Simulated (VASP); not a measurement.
# AlNi3 (P4/mmm) in VASP: single point with PBEsol

Aim: the single point of AlNi3 with PBEsol.

Program: VASP 6.6.1. These are calculated values, not measurements. Logs are shortened: lines on timing, memory, paths and dates and some standing lists are left out, and cuts for length are marked.

### Step 1. The cell of the first run

Symmetry: P4/mmm, No. 123, tetragonal system. Conventional cell: a = 3.519 Å, b = 3.519 Å, c = 3.801 Å, α = 90.00°, β = 90.00°, γ = 90.00°. Within 3.3 Å of Al (site symmetry 4/mmm) lie 12 Ni at 2.49 to 2.59 Å. Ni (site symmetry mmm) has 8 Ni at 2.49 to 2.59 Å and 4 Al at 2.59 Å within 3.3 Å. Ni (site symmetry 4/mmm) has 4 Al at 2.49 Å and 8 Ni at 2.59 Å within 3.3 Å.

### Step 2. Single point, PBEsol, collinear spin, ferromagnetic start (strain +0.000 along x and y, +0.080 along z)

INCAR

```
SYSTEM = AlNi3
ALGO = Normal ; EDIFF = 1E-7
ENCUT = 520 ; GGA = PS
ISIF = 2 ; ISMEAR = 0
ISPIN = 2 ; LASPH = .TRUE.
LCHARG = .FALSE. ; LMAXMIX = 4
LORBIT = 11 ; LREAL = .FALSE.
LWAVE = .FALSE. ; MAGMOM = 0 0.28 0.28 0.28
NBANDS = 28 ; NELM = 150
PREC = Accurate ; SIGMA = 0.15
```

KPOINTS

```
k-points
0
G
  14 14 14
  0 0 0
```

POSCAR

```
AlNi3
1.0
    3.5190868455      0.0000000000      0.0000000000
    0.0000000000      3.5190868455      0.0000000000
    0.0000000000      0.0000000000      3.8006137931
Al Ni
1 3
Direct
    0.0000000000      0.0000000000      0.0000000000
    0.0000000000      0.5000000000      0.5000000000
    0.5000000000      0.0000000000      0.5000000000
    0.5000000000      0.5000000000      0.0000000000
```

Potentials or basis: VASP PAW PBE potentials, release 64 (Al, Ni).

Started as:

```console
> cat potpaw_PBE.64/Al/POTCAR potpaw_PBE.64/Ni/POTCAR > POTCAR
> mpirun -np 1 vasp_std > vasp.out
```

OUTCAR:

```text
SYSTEM = AlNi3
   EDIFF = 1E-7
   ENCUT = 520
   GGA = PS
   ISIF = 2
   ISMEAR = 0
   ISPIN = 2
   LASPH = .TRUE.
   LORBIT = 11
   LREAL = .FALSE.
   NELM = 150
   PREC = Accurate

 ion  position               nearest neighbor table
   1  0.000  0.000  0.000-   4 2.49   4 2.49   4 2.49   4 2.49   3 2.59   2 2.59   3 2.59   2 2.59
                             3 2.59   2 2.59   3 2.59   2 2.59
   2  0.000  0.500  0.500-   3 2.49   3 2.49   3 2.49   3 2.49   4 2.59   1 2.59   1 2.59   1 2.59
                             4 2.59   4 2.59   4 2.59   1 2.59
   3  0.500  0.000  0.500-   2 2.49   2 2.49   2 2.49   2 2.49   4 2.59   1 2.59   4 2.59   4 2.59
                             1 2.59   4 2.59   1 2.59   1 2.59
   4  0.500  0.500  0.000-   1 2.49   1 2.49   1 2.49   1 2.49   3 2.59   2 2.59   3 2.59   3 2.59
                             3 2.59   2 2.59   2 2.59   2 2.59

  LATTYP: Found a simple tetragonal cell.
 ALAT       =     3.5190868455
 C/A-ratio  =     1.0800000000

  Lattice vectors:

 A1 = (   3.5190868455,   0.0000000000,   0.0000000000)
 A2 = (   0.0000000000,   3.5190868455,   0.0000000000)
 A3 = (   0.0000000000,   0.0000000000,   3.8006137931)

Analysis of symmetry for initial positions (statically):
=====================================================================
 Subroutine PRICEL returns:
 Original cell was already a primitive cell.

 Routine SETGRP: Setting up the symmetry group for a
 simple tetragonal supercell.

 Subroutine GETGRP returns: Found 16 space group operations
 (whereof 16 operations were pure point group operations)
 out of a pool of 16 trial point group operations.

The static configuration has the point symmetry D_4h.

Analysis of symmetry for dynamics (positions and initial velocities):
=====================================================================
 Subroutine PRICEL returns:
 Original cell was already a primitive cell.

 Routine SETGRP: Setting up the symmetry group for a
 simple tetragonal supercell.

 Subroutine GETGRP returns: Found 16 space group operations
 (whereof 16 operations were pure point group operations)
 out of a pool of 16 trial point group operations.

The dynamic configuration has the point symmetry D_4h.

Analysis of structural, dynamic, and magnetic symmetry:
=====================================================================
 Subroutine PRICEL returns:
 Original cell was already a primitive cell.

 Routine SETGRP: Setting up the symmetry group for a
 simple tetragonal supercell.

 Subroutine GETGRP returns: Found 16 space group operations
[... 135 lines left out ...]
   IVDW    =     0    specifies the selected vdW correction
   LEPSILON=     F    determine dielectric tensor
   LRPA    =     F    only Hartree local field effects (RPA)
 spin polarized calculation
 Gauss-broadening in eV      SIGMA  =   0.15
  energy-cutoff  :      520.00
  volume of cell :       47.07
 maximum number of plane-waves:      1292
 NGX is ok and might be reduce to    28
   NGX = 13   NGY = 13   NGZ = 15

 number of electron      33.0000013 magnetization       0.5189473

 Free energy of the ion-electron system (eV)
  ---------------------------------------------------
  ext. energy  EPLUGINS =         0.00000000
  ---------------------------------------------------
  free energy    TOTEN  =       -24.10824747 eV

  energy without entropy =      -24.05968707  energy(sigma->0) =      -24.08396727

 E-fermi :   8.7831     XC(G=0): -12.6057

 val. band max:        8.7818656970   @ k =   0.3571   0.3571   0.2143
 cond. band min:       8.7846464172   @ k =   0.2857   0.2857   0.3571
 fundamental gap:      0.0027807202
 Fermi energy:         8.7831359430

 spin component 1

 k-point     1 :       0.0000    0.0000    0.0000
  band No.  band energies     occupation
      1      -0.8950      1.00000
      2       4.7213      1.00000
      3       5.3050      1.00000
      4       5.4451      1.00000
      5       5.7413      1.00000
      6       5.7454      1.00000
[... 733 lines left out ...]
     27      22.9389      0.00000
     28      23.0383      0.00000

 [... further k-points ...]

 spin component 2

 k-point     1 :       0.0000    0.0000    0.0000
  band No.  band energies     occupation
      1      -0.9102      1.00000
      2       4.7933      1.00000
      3       5.4262      1.00000
      4       5.5530      1.00000
      5       5.9370      1.00000
      6       5.9370      1.00000
[... 733 lines left out ...]
     27      22.9471      0.00000
     28      23.0603      0.00000

 [... further k-points ...]

------------------------ aborting loop because EDIFF is reached ----------------------------------------

  FORCE on cell =-STRESS in cart. coord.  units (eV):
  Direction    XX          YY          ZZ          XY          YZ          ZX
  --------------------------------------------------------------------------------------
  -------------------------------------------------------------------------------------
  Total       -2.9684540     -2.9684540     -5.2042534      0.0000000      0.0000000      0.0000000
  in kB     -101.0478791   -101.0478791   -177.1557725      0.0000000      0.0000000      0.0000000
  external PRESSURE =    -126.4171769 kB  Pullay stress =       0.0000000 kB

 VOLUME and BASIS-vectors are now :
 -----------------------------------------------------------------------------
  energy-cutoff  :      520.00
  volume of cell :       47.07
      direct lattice vectors                 reciprocal lattice vectors
     3.519086845  0.000000000  0.000000000     0.284164627  0.000000000  0.000000000
     0.000000000  3.519086845  0.000000000     0.000000000  0.284164627  0.000000000
     0.000000000  0.000000000  3.800613793     0.000000000  0.000000000  0.263115395

 POSITION                                       TOTAL-FORCE (eV/Angst)
 -----------------------------------------------------------------------------------
      0.00000      0.00000      0.00000         0.000000      0.000000      0.000000
      0.00000      1.75954      1.90031         0.000000      0.000000      0.000000
      1.75954      0.00000      1.90031         0.000000      0.000000      0.000000
      1.75954      1.75954      0.00000         0.000000      0.000000      0.000000
 -----------------------------------------------------------------------------------
    total drift:                                0.000000      0.000000      0.000000

  FREE ENERGIE OF THE ION-ELECTRON SYSTEM (eV)
  ---------------------------------------------------
  free  energy   TOTEN  =       -24.1082474749 eV

  energy  without entropy=      -24.0596870695  energy(sigma->0) =      -24.08396727

 total charge

# of ion       s       p       d       tot
------------------------------------------
    1        0.401   0.375   0.000   0.776
    2        0.477   0.481   8.358   9.316
    3        0.477   0.481   8.358   9.316
    4        0.479   0.483   8.383   9.345
--------------------------------------------------
tot          1.835   1.820  25.098  28.754

 magnetization (x)

# of ion       s       p       d       tot
------------------------------------------
    1       -0.000  -0.005   0.000  -0.006
    2       -0.002  -0.005   0.200   0.193
    3       -0.002  -0.005   0.200   0.193
    4       -0.002  -0.006   0.177   0.169
--------------------------------------------------
tot         -0.006  -0.022   0.576   0.548
```

It took 20 min on 1 thread of Oxide Virtual Turin-like, shared host; peak memory 0.54 GiB.

What came out:

```yaml
Free_energy: -24.1082 eV
Pressure: -12.6 GPa
Net_moment: 0.52 μB per cell
Site_moments: Al -0.01; Ni +0.19, +0.17 (each value once) μB
Valence_electrons_inside_the_program's_atomic_spheres: Al 0.78; Ni 9.32, 9.35 (each value once)
```

Caveat: the cell differs from its parent crystal (strain +0.000 along x and y, +0.080 along z); the cell stands under tension; the PAW data sets were made with another functional, which shifts forces and pressure a little.
